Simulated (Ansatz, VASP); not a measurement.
## Two plane-wave programs on SnO2

```xyz
6
Lattice="-1.9861 2.1599 5.0902 1.9861 -2.1599 5.0902 1.9861 2.1599 -5.0902" Properties=species:S:1:pos:R:3 pbc="T T T"
Sn    0.0000    2.1599    2.5451
Sn    0.0000    0.0000    0.0000
O     0.0000    0.0000    8.1137
O     0.0000    2.1599    4.6117
O     0.0000    0.0000    2.0666
O     0.0000    2.1599    0.4785
```

Change from the starting cell: strain +0.0875 x Voigt [0, 1, 0, 0, 0, 0], atoms carried along.

Alike in both runs: task single point; functional LDA; k mesh 10 × 10 × 10; occupations gaussian, width 0.05 eV; no spin polarisation.

```csv
,VASP,Ansatz
version,VASP 6.6.1,Ansatz 0.2.0
potentials or method,"VASP PAW LDA potentials, release 64 (Sn_d, O), cutoff 520 eV","scalar-relativistic, plane waves, PAW"
valence electrons in the cell,52,52
```

```csv
,VASP,Ansatz,Ansatz less VASP
gap on the k mesh at the Fermi level (eV),1.04,1.02,-0.019
least direct gap on the mesh (eV),1.11,1.09,-0.021
pressure (GPa),-9.5,-10.2,-0.65
"traceless stress, the component that is largest in VASP (GPa)",-11.46,-11.03,+0.429
rms of the force components (eV/Å),0.503,0.505,+0.0012
```

LDA's correlation is that of Perdew and Zunger in VASP and of Perdew and Wang (1992) in Ansatz. Atom by atom the forces differ by 0.023 eV/Å (rms over components).
